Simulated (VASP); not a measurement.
# BN (Cm) in VASP: a series of runs, part 2 of 2

VASP 6.6.1.

### Step 5. Single point, PBE (atom 1 (B) moved by (+0.225, +0.450) A along y and z)

File INCAR:

```
  ALGO = Normal
  EDIFF = 1E-7
  ENCUT = 520
  GGA = PE
  ISIF = 2
  ISMEAR = 0
  LASPH = T
  LCHARG = F
  LREAL = F
  LWAVE = F
  NBANDS = 16
  NELM = 80
  PREC = Accurate
  SIGMA = 0.05
```

File KPOINTS:

```
k-points
0
Gamma
  12 12 6
```

File POSCAR:

```
BN
1.0
    2.5539396017      0.0000000000      0.0000000000
   -1.2769698009      2.2117765748      0.0000000000
    0.0000000000      0.0000000000      4.2268550000
B N
2 2
Direct
    0.7175307554      0.4350615108      1.1061861332
    0.3333333333      0.6666666667      0.4997240000
    0.6666666667      0.3333333333      0.6252760000
    0.3333333333      0.6666666667      0.1252760000
```

Potentials or basis: VASP PAW PBE potentials, release 64 (B, N).

Launch:

```sh
cat potpaw_PBE.64/B/POTCAR potpaw_PBE.64/N/POTCAR > POTCAR
mpirun -np 1 vasp_std > vasp.out
```

OUTCAR:

```text
EDIFF = 1E-7
   ENCUT = 520
   GGA = PE
   ISIF = 2
   ISMEAR = 0
   LASPH = T
   LREAL = F
   NELM = 80
   PREC = Accurate

 ion  position               nearest neighbor table
   1  0.718  0.435  0.106-   4 1.38   4 1.38   4 1.70   2 2.16   2 2.16
   2  0.333  0.667  0.500-   3 1.57   3 1.57   3 1.57   4 1.58   1 2.16   1 2.16
   3  0.667  0.333  0.625-   2 1.57   2 1.57   2 1.57
   4  0.333  0.667  0.125-   1 1.38   1 1.38   2 1.58   1 1.70

  LATTYP: Found a hexagonal cell.
 ALAT       =     2.5539396017
 C/A-ratio  =     1.6550332659

  Lattice vectors:

 A1 = (   2.5539396017,   0.0000000000,   0.0000000000)
 A2 = (  -1.2769698009,   2.2117765748,   0.0000000000)
 A3 = (   0.0000000000,   0.0000000000,   4.2268550000)

Analysis of symmetry for initial positions (statically):
=====================================================================
 Subroutine PRICEL returns:
 Original cell was already a primitive cell.

 Routine SETGRP: Setting up the symmetry group for a
 hexagonal supercell.

 Subroutine GETGRP returns: Found  2 space group operations
 (whereof  2 operations were pure point group operations)
 out of a pool of 24 trial point group operations.

The static configuration has the point symmetry C_1h.

Analysis of symmetry for dynamics (positions and initial velocities):
=====================================================================
 Subroutine PRICEL returns:
 Original cell was already a primitive cell.

 Routine SETGRP: Setting up the symmetry group for a
 hexagonal supercell.

 Subroutine GETGRP returns: Found  2 space group operations
 (whereof  2 operations were pure point group operations)
 out of a pool of 24 trial point group operations.

The dynamic configuration has the point symmetry C_1h.

 Subroutine INISYM returns: Found  2 space group operations
 (whereof  2 operations are pure point group operations),
 and found     1 'primitive' translations

----------------------------------------------------------------------------------------

                                     Primitive cell

  volume of cell :      23.8764

  direct lattice vectors                    reciprocal lattice vectors
     2.553939602  0.000000000  0.000000000     0.391551938  0.226062617  0.000000000
    -1.276969801  2.211776575  0.000000000     0.000000000  0.452125233  0.000000000
     0.000000000  0.000000000  4.226855000     0.000000000  0.000000000  0.236582518

  length of vectors
     2.553939602  2.553939602  4.226855000     0.452125233  0.452125233  0.236582518

  position of ions in fractional coordinates (direct lattice)
     0.717530755  0.435061511  0.106186133
     0.333333333  0.666666667  0.499724000
     0.666666667  0.333333333  0.625276000
     0.333333333  0.666666667  0.125276000

  ion indices of the primitive-cell ions
   primitive index   ion index
                 1           1
                 2           2
                 3           3
                 4           4

----------------------------------------------------------------------------------------

 KPOINTS: k-points

Automatic generation of k-mesh.
 Grid dimensions read from file:
 generate k-points for:   12   12    6

 Generating k-lattice:

  Cartesian coordinates                     Fractional coordinates (reciprocal lattice)
     0.032629328  0.018838551  0.000000000     0.083333333  0.000000000  0.000000000
     0.000000000  0.037677103  0.000000000     0.000000000  0.083333333  0.000000000
     0.000000000  0.000000000  0.039430420     0.000000000  0.000000000  0.166666667

  Length of vectors
     0.037677103  0.037677103  0.039430420

  Shift w.r.t. Gamma in fractional coordinates (k-lattice)
     0.000000000  0.000000000  0.000000000

 Subroutine IBZKPT returns following result:
 ===========================================

 Found    242 irreducible k-points:

 Following reciprocal coordinates:
            Coordinates               Weight
  0.000000  0.000000  0.000000      1.000000
  0.083333  0.000000  0.000000      4.000000
  0.000000  0.083333  0.000000      2.000000
  0.166667  0.000000  0.000000      4.000000
  0.000000  0.166667  0.000000      2.000000
  0.250000  0.000000  0.000000      4.000000
[... 16 lines left out ...]
 -0.083333  0.416667  0.000000      4.000000
 -0.416667  0.333333  0.000000      4.000000
 [... further k-points ...]
   k-points           NKPTS =    242   k-points in BZ     NKDIM =    242   number of bands    NBANDS=     16
   number of dos      NEDOS =    301   number of ions     NIONS =      4
   total plane-waves  NPLWV =  12800
   dimension x,y,z NGX =    20 NGY =   20 NGZ =   32
   dimension x,y,z NGXF=    40 NGYF=   40 NGZF=   64
   ions per type =               2   2
   NGX,Y,Z   is equivalent  to a cutoff of  13.02, 13.02, 12.59 a.u.
   NGXF,Y,Z  is equivalent  to a cutoff of  26.04, 26.04, 25.17 a.u.
 SYSTEM =  unknown system
   PREC   = accura    normal or accurate (medium, high low for compatibility)
   ISTART =      0    job   : 0-new  1-cont  2-samecut
   ICHARG =      2    charge: 1-file 2-atom 10-const
   ISPIN  =      1    spin polarized calculation?
   LNONCOLLINEAR =      F non collinear calculations
   LSORBIT =      F    spin-orbit coupling
   LASPH  =      T    aspherical Exc in radial PAW
   ENCUT  =  520.0 eV  38.22 Ry    6.18 a.u.   4.75  4.75  7.86*2*pi/ulx,y,z
   NELM   =     80;   NELMIN=  2; NELMDL= -5     # of ELM steps
   EDIFF  = 0.1E-06   stopping-criterion for ELM
   LREAL  =      F    real-space projection
   EDIFFG = 0.1E-05   stopping-criterion for IOM
   NSW    =      0    number of steps for IOM
   IBRION =     -1    ionic relax: 0-MD 1-quasi-New 2-CG
   NFREE  =      0    steps in history (QN), initial steepest desc. (CG)
   ISIF   =      2    stress and relaxation
   ISYM   =      2    0-nonsym 1-usesym 2-fastsym
   POTIM  = 0.5000    time-step for ionic-motion
   TEBEG  =    0.0;   TEEND  =   0.0 temperature during run
   PSTRESS=    0.0 pullay stress
   NELECT =      16.0000    total number of electrons
   NUPDOWN=      -1.0000    fix difference up-down
   EMIN   =  10.00;   EMAX   =-10.00  energy-range for DOS
   EFERMI =   0.00;   METHOD = LEGACY
   ISMEAR =     0;   SIGMA  =   0.05  broadening in eV -4-tet -1-fermi 0-gaus
   EFERMI_NEDOS =   21; number of points for ismear=-14 and -15
   IALGO  =     38    algorithm
   IMIX   =      4    mixing-type and parameters
     AMIX     =   0.40;   BMIX     =  1.00
     AMIX_MAG =   1.60;   BMIX_MAG =  1.00
  volume/ion in A,a.u.               =       5.97        40.28
  Fermi-wavevector in a.u.,A,eV,Ry     =   1.432600  2.707222 27.923836  2.052344
  Thomas-Fermi vector in A             =   2.552210
   LORBIT       =      0    0 simple, 1 ext, 2 COOP (PROOUT), +10 PAW based schemes
   GGA     = PE    functional components
   LHFCALC =     F    Hartree Fock is set to
   AEXX    =    0.0000 exact exchange contribution
   IVDW    =     0    specifies the selected vdW correction
   LEPSILON=     F    determine dielectric tensor
   LRPA    =     F    only Hartree local field effects (RPA)
 non-spin polarized calculation
 Gauss-broadening in eV      SIGMA  =   0.05
  energy-cutoff  :      520.00
  volume of cell :       23.88
 maximum number of plane-waves:       660
   NGX =  9   NGY =  9   NGZ = 15

 number of electron      16.0000000 magnetization

 Free energy of the ion-electron system (eV)
  ---------------------------------------------------
  ext. energy  EPLUGINS =         0.00000000
  ---------------------------------------------------
  free energy    TOTEN  =       -32.12863234 eV

  energy without entropy =      -32.12863234  energy(sigma->0) =      -32.12863234

 E-fermi :   8.6124     XC(G=0): -12.7273

 val. band max:        8.4107200018   @ k =   0.0000   0.0000   0.0000
 cond. band min:      10.8577776425   @ k =   0.5000   0.0000   0.5000
 fundamental gap:      2.4470576407
 Fermi energy:         8.6123773600

 k-point     1 :       0.0000    0.0000    0.0000
  band No.  band energies     occupation
      1     -13.7763      2.00000
      2      -8.4741      2.00000
      3      -3.2114      2.00000
      4       1.2044      2.00000
      5       5.5371      2.00000
      6       7.5130      2.00000
[... 8 lines left out ...]
     15      20.5802      0.00000
     16      21.6052      0.00000
[... 419 lines left out ...]
 k-point    24 :      -0.4167    0.3333    0.0000
  band No.  band energies     occupation
      1     -11.2761      2.00000
      2      -7.1722      2.00000
      3      -2.7001      2.00000
      4       0.0354      2.00000
      5       0.8180      2.00000
      6       1.9871      2.00000
[... 8 lines left out ...]
     15      23.0088      0.00000
     16      25.1268      0.00000

 [... further k-points ...]
[... 5 lines left out ...]
  --------------------------------------------------------------------------------------
  -------------------------------------------------------------------------------------
  Total        6.4130381      1.4961814      4.3657088     -0.0000000     -0.1470783      0.0000000
  in kB      430.3335230    100.3981256    292.9517637     -0.0000000     -9.8693839      0.0000000
  external PRESSURE =     274.5611375 kB  Pullay stress =       0.0000000 kB

 VOLUME and BASIS-vectors are now :
 -----------------------------------------------------------------------------
  energy-cutoff  :      520.00
  volume of cell :       23.88
      direct lattice vectors                 reciprocal lattice vectors
     2.553939602  0.000000000  0.000000000     0.391551938  0.226062617  0.000000000
    -1.276969801  2.211776575  0.000000000     0.000000000  0.452125233  0.000000000
     0.000000000  0.000000000  4.226855000     0.000000000  0.000000000  0.236582518

 POSITION                                       TOTAL-FORCE (eV/Angst)
 -----------------------------------------------------------------------------------
      1.27697      0.96226      0.44883         0.000000     -5.736006     -5.398577
     -0.00000      1.47452      2.11226        -0.000000      0.151366      4.590021
      1.27697      0.73726      2.64295        -0.000000      0.234871     -1.878726
     -0.00000      1.47452      0.52952        -0.000000      5.349768      2.687281
 -----------------------------------------------------------------------------------
    total drift:                               -0.000000      0.000052      0.000019

  FREE ENERGIE OF THE ION-ELECTRON SYSTEM (eV)
  ---------------------------------------------------
  free  energy   TOTEN  =       -32.1286323367 eV

  energy  without entropy=      -32.1286323367  energy(sigma->0) =      -32.12863234
```

OSZICAR:

```text
N       E                     dE             d eps       ncg     rms          rms(c)
DAV:   1     0.407928706600E+02    0.40793E+02   -0.83778E+03  7768   0.973E+02
DAV:   2    -0.322869963805E+02   -0.73080E+02   -0.68131E+02 10856   0.233E+02
DAV:   3    -0.345376164555E+02   -0.22506E+01   -0.22454E+01  8952   0.379E+01
DAV:   4    -0.345438463929E+02   -0.62299E-02   -0.62295E-02  9664   0.223E+00
DAV:   5    -0.345438696396E+02   -0.23247E-04   -0.23247E-04  8968   0.126E-01    0.104E+01
DAV:   6    -0.323183278602E+02    0.22255E+01   -0.29264E+00 10016   0.154E+01    0.475E+00
DAV:   7    -0.321608226784E+02    0.15751E+00   -0.41505E-01  9592   0.531E+00    0.291E+00
DAV:   8    -0.321276774466E+02    0.33145E-01   -0.54662E-02  9984   0.198E+00    0.482E-01
DAV:   9    -0.321284000105E+02   -0.72256E-03   -0.36266E-03  9688   0.575E-01    0.159E-01
DAV:  10    -0.321286062276E+02   -0.20622E-03   -0.42701E-04  9712   0.198E-01    0.324E-02
DAV:  11    -0.321286232918E+02   -0.17064E-04   -0.49064E-05 10104   0.651E-02    0.124E-02
DAV:  12    -0.321286313255E+02   -0.80338E-05   -0.72449E-06 10048   0.235E-02    0.630E-03
DAV:  13    -0.321286322080E+02   -0.88244E-06   -0.78042E-07  9472   0.772E-03    0.157E-03
DAV:  14    -0.321286323268E+02   -0.11881E-06   -0.10659E-07  8272   0.295E-03    0.317E-04
DAV:  15    -0.321286323367E+02   -0.99603E-08   -0.90262E-09  4216   0.897E-04
   1 F= -.32128632E+02 E0= -.32128632E+02  d E =-.284703E-11
```

Wall time 32 s (1 thread of AMD EPYC 9R45 (Zen 5), shared host); peak memory 0.16 GiB.

Results:

| Item | Value |
| --- | --- |
| Free energy | -32.1286 eV |
| Pressure | 27.5 GPa |
| Largest force | 7.877 eV/Å |
| Band gap on the k mesh | 2.45 eV, indirect (least direct gap 4.08 eV) |

Forces in eV/Å, atoms in the order of the input:
```
B    0.000 -5.736 -5.399
B    0.000  0.151  4.590
N    0.000  0.235 -1.879
N    0.000  5.350  2.687
```

Stress tensor (GPa, compression positive):
```
43.03  0.00  0.00
 0.00 10.04 -0.99
 0.00 -0.99 29.30
```

Caveat: the cell differs from its parent crystal (atom 1 (B) moved by (+0.225, +0.450) A along y and z); forces of over 1 eV/Å act on the atoms, so gaps and moduli don't describe the material at rest.

### Step 6. Single point, PBE (atom 1 (B) moved by (+0.450, -0.225) A along y and z)

File INCAR:

```
SYSTEM = BN
PREC = Accurate
ENCUT = 520
EDIFF = 1E-6
ISMEAR = 0
SIGMA = 0.05
LREAL = .FALSE.
LASPH = .TRUE.
NELM = 60
ALGO = Normal
ISIF = 2
LWAVE = .FALSE.
LCHARG = .TRUE.
GGA = PE
LELF = .TRUE.
LVHAR = .TRUE.
NBANDS = 16
```

File KPOINTS:

```
regular mesh
0
G
  12 12 6
  0 0 0
```

POSCAR, as its differences from that of step 5:

```diff
@@ -8,3 +8,3 @@
 Direct
-    0.7175307554      0.4350615108      1.1061861332
+    0.7683948442      0.5367896883      0.9464929334
     0.3333333333      0.6666666667      0.4997240000
```

Potentials or basis: VASP PAW PBE potentials, release 64 (B, N).

Launch:

```sh
cat potpaw_PBE.64/B/POTCAR potpaw_PBE.64/N/POTCAR > POTCAR
mpirun -np 1 vasp_std > vasp.out
```

Wall time 29 s (1 thread of AMD EPYC 9R45 (Zen 5), shared host); peak memory 0.16 GiB.

It converged, with:

```yaml
Free_energy: -33.0294 eV
Pressure: 14.4 GPa
Largest_force: 7.234 eV/Å
Band_gap_on_the_k_mesh: 1.37 eV, indirect (least direct gap 3.72 eV)
```

Forces on the atoms (eV/Å):
```
B    0.000 -2.388  6.828
B    0.000 -0.067 -2.989
N    0.000  1.696 -2.523
N    0.000  0.760 -1.317
```

Stress tensor (GPa, compression positive):
```
-1.33  0.00  0.00
 0.00 36.74 -8.96
 0.00 -8.96  7.70
```

Levels at points of the mesh, in eV from the valence-band top:
```csv
k point,band 4,band 5,band 6,band 7,band 8,band 9,band 10,band 11,band 12,band 13
"(0.00, 0.00, 0.00)",-5.21,-4.62,-3.30,-2.72,-0.06,4.83,6.69,6.89,7.39,8.85
"(0.50, 0.00, 0.00)",-9.79,-9.45,-7.45,-6.98,-1.84,1.88,5.00,8.40,9.50,11.45
"(0.00, 0.50, 0.00)",-9.39,-7.94,-7.68,-6.31,-4.09,3.63,4.21,7.32,7.93,10.88
"(0.00, 0.00, 0.50)",-7.45,-4.56,-4.31,-3.63,0.00,4.16,6.57,6.84,8.73,9.22
"(0.50, 0.00, 0.50)",-11.37,-7.49,-6.43,-5.76,-2.37,2.30,3.48,6.62,9.35,11.18
"(0.00, 0.50, 0.50)",-10.68,-7.01,-6.08,-5.30,-5.00,3.49,4.09,6.52,7.99,11.21
```

Caveat: the cell differs from its parent crystal (atom 1 (B) moved by (+0.450, -0.225) A along y and z); forces of over 1 eV/Å act on the atoms, so gaps and moduli don't describe the material at rest. A k mesh can miss the band edges.
